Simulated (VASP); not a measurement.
# Y2ScAs3: single point with PBE

Crystal: Y2ScAs3.

```
CELL_PARAMETERS angstrom
2.91717 1.68423 5.99298
-2.91717 1.68423 5.99298
0.00000 -3.36845 5.99298
ATOMIC_POSITIONS crystal
Y 0.78871 0.78871 0.78871
Y 0.21129 0.21129 0.21129
Sc 0.00000 0.00000 0.00000
As 0.50000 0.50000 0.00000
As 0.00000 0.50000 0.50000
As 0.50000 0.00000 0.50000
```

The cell was built from a structure type or drawn by symmetry, and may not be a known phase.

| Item | Value |
| --- | --- |
| Program | VASP 6.6.1 |
| Task | single point |
| Functional | PBE |
| Potentials or basis | VASP PAW PBE potentials, release 64 (Y_sv, Sc_sv, As) |
| Cutoff | 520 eV |
| k mesh | 6 × 6 × 6 |
| Occupations | gaussian, width 0.1 eV |
| Spin | no spin polarisation |

```
Pressure               : -0.2 GPa
Largest force          : 0.024 eV/Å
Band gap on the k mesh : zero (bands 24 and 25 overlap by 0.35 eV)
```

Forces in eV/Å, atoms in the order of the input:
```
Y    0.000  0.000  0.024
Y    0.000  0.000 -0.024
Sc   0.000  0.000  0.000
As   0.000  0.000  0.000
As   0.000  0.000  0.000
As   0.000  0.000  0.000
```

Stress tensor (GPa, compression positive):
```
-0.10  0.00  0.00
 0.00 -0.10  0.00
 0.00  0.00 -0.27
```

Levels at points of the mesh, in eV from the Fermi level:
| k point | band 20 | band 21 | band 22 | band 23 | band 24 | band 25 | band 26 | band 27 | band 28 | band 29 |
| --- | --- | --- | --- | --- | --- | --- | --- | --- | --- | --- |
| (0.00, 0.00, 0.00) | -1.97 | -1.45 | -1.45 | 0.10 | 0.10 | 1.10 | 1.24 | 1.61 | 1.61 | 1.67 |
| (0.50, 0.00, 0.00) | -1.82 | -1.58 | -1.54 | -1.18 | -0.24 | -0.17 | -0.02 | 0.28 | 1.38 | 1.95 |
| (0.50, 0.50, 0.00) | -1.87 | -1.61 | -1.54 | -1.41 | -0.10 | 0.07 | 1.09 | 1.20 | 1.21 | 1.45 |
| (0.50, 0.50, 0.50) | -1.58 | -1.58 | -0.85 | -0.15 | -0.15 | 0.73 | 1.54 | 1.54 | 1.72 | 1.75 |

Wall time 5 min on 1 thread of Intel(R) Xeon(R) Platinum 8488C (Sapphire Rapids), with other jobs on the host, peak memory 0.52 GiB.
